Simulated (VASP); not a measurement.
K:

```
K
1.0
    -2.61250    2.61250    2.61250
     2.61250   -2.61250    2.61250
     2.61250    2.61250   -2.61250
K
1
Direct
  0.00000 0.00000 0.00000
```

| Item | Value |
| --- | --- |
| Program | VASP 6.6.1 |
| Task | relaxation of volume and atoms at fixed shape |
| Functional | LDA |
| Potentials or basis | VASP PAW LDA potentials, release 64 (K_sv) |
| Cutoff | 500 eV |
| k mesh | 5 × 5 × 5 |
| Occupations | fermi-dirac, width 0.1 eV |
| Spin | no spin polarisation |

At the start: pressure -0.4 GPa; volume 71.32 Å³/atom.

How do energy, volume and symmetry change on relaxing?

Over 3 steps the energy falls by 10.3 meV/atom and the volume is 64.51 Å³/atom (-9.6 %); space group Im-3m (No. 229, to 0.1 Å) before and after.

Step by step:
```csv
step,energy change (eV),largest force (eV/Å),pressure (GPa),volume (Å³)
1,0.0000,0.0000,-0.41,71.32
2,-0.0042,0.0000,-0.33,69.47
3,-0.0103,0.0000,-0.05,64.51
```

Final structure:
```xyz
1
Lattice="-2.5265 2.5265 2.5265 2.5265 -2.5265 2.5265 2.5265 2.5265 -2.5265" Properties=species:S:1:pos:R:3 pbc="T T T"
K     0.0000    0.0000    0.0000
```
